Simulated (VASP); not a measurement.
Write the native input for VASP 6.6.1 that does the following.

| Item | Value |
| --- | --- |
| Task | single point |
| Functional | PBE |
| Potentials or basis | VASP PAW PBE potentials, release 64 (Ti_sv, W_sv) |
| Cutoff | 520 eV |
| k mesh | 6 × 6 × 2 |
| Occupations | gaussian, width 0.1 eV |
| Spin | collinear spin |
| Starting moments | [1.0, 1.0, 1.0, 1.0, 1.0, 0.0] μB |
| Dipole correction | no |
| Further INCAR settings | ALGO = Normal; EDIFF = 1e-06; NBANDS = 50 |

The structure of Ti5W lies in POSCAR:

```
Ti5W
1.0
    1.5625830000     -2.3267640000      0.0000000000
    1.5625830000      2.3267640000      0.0000000000
    0.0000000000      0.0000000000     13.9888008000
Ti W
5 1
Direct
    0.0000000000      0.0000000000      0.8309450000
    0.5000000000      0.5000000000      0.6577730000
    0.5000000000      0.5000000000      0.3422270000
    0.0000000000      0.0000000000      0.1690550000
    0.5000000000      0.5000000000      0.0000000000
    0.0000000000      0.0000000000      0.5000000000
```

The input as run:

INCAR

```
ALGO = Normal
EDIFF = 1E-6
ENCUT = 520
GGA = PE
ISIF = 2
ISMEAR = 0
ISPIN = 2
LASPH = True
LCHARG = False
LMAXMIX = 4
LORBIT = 11
LREAL = False
LWAVE = False
MAGMOM = 1 1 1 1 1 0
NBANDS = 50
NELM = 150
PREC = Accurate
SIGMA = 0.1
```

KPOINTS

```
k-points
0
Gamma
  6 6 2
```

Potentials or basis: VASP PAW PBE potentials, release 64 (Ti_sv, W_sv).

Launch:

```sh
$ cat potpaw_PBE.64/Ti_sv/POTCAR potpaw_PBE.64/W_sv/POTCAR > POTCAR
$ mpirun -np 1 vasp_std > vasp.out
```

It gave:

The pressure is 0.1 GPa, the largest force is 0.014 eV/Å and the net moment is 1.35 μB per cell. The site moments are Ti +0.22, +0.08, +0.31 (each value once); W +0.02 μB and the valence electrons inside the program's atomic spheres are Ti 10.26, 10.31, 10.28 (each value once); W 12.06.

Caveat: the k points lie up to 0.40 Å⁻¹ apart.

Run time: 9.2 min on 1 thread of Intel Xeon 8259CL, on a shared host, peak memory 0.4 GiB.
